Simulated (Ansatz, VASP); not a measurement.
## Co: VASP beside Ansatz

```
Co
1.0
     2.51197    0.00000    0.00000
    -1.25598    2.17543    0.00000
     0.00000    0.00000    8.14665
Co
4
Direct
  0.00000 0.00000 0.00000
  0.00000 0.00000 0.50000
  0.33333 0.66667 0.25000
  0.66667 0.33333 0.75000
```

Alike in both runs: functional revPBE; k mesh 14 × 14 × 4; occupations fermi-dirac, width 0.05 eV; collinear spin.

Ansatz relaxed the structure, and its values are those at the end. VASP's run is a single point on that final structure, the one shown.

|  | VASP | Ansatz |
| --- | --- | --- |
| version | VASP 6.6.1 | Ansatz 0.2.0 |
| potentials or method | VASP PAW PBE potentials, release 64 (Co), cutoff 520 eV | plane waves (420 eV) with PAW, scalar-relativistic |
| valence electrons in the cell | 36 | 68 |

|  | VASP | Ansatz | Ansatz less VASP |
| --- | --- | --- | --- |
| pressure (GPa) | -6.1 | 0.0 | +6.08 |
| net moment per atom (μB) | 0.09 | 1.68 | +1.587 |
| size of the moment on the site where the two differ most (μB) | 1.00 | 1.75 | +0.752 |

The net moments are unlike, so the other rows may belong to different states. VASP's potentials were made for PBE, not for revPBE. Site moments also hang on the region over which each program counts them. VASP's potentials hold 36 valence electrons a cell and Ansatz's 68, so a difference there can come from the potentials and not from the codes. Ansatz's warnings: seeded moment not kept.
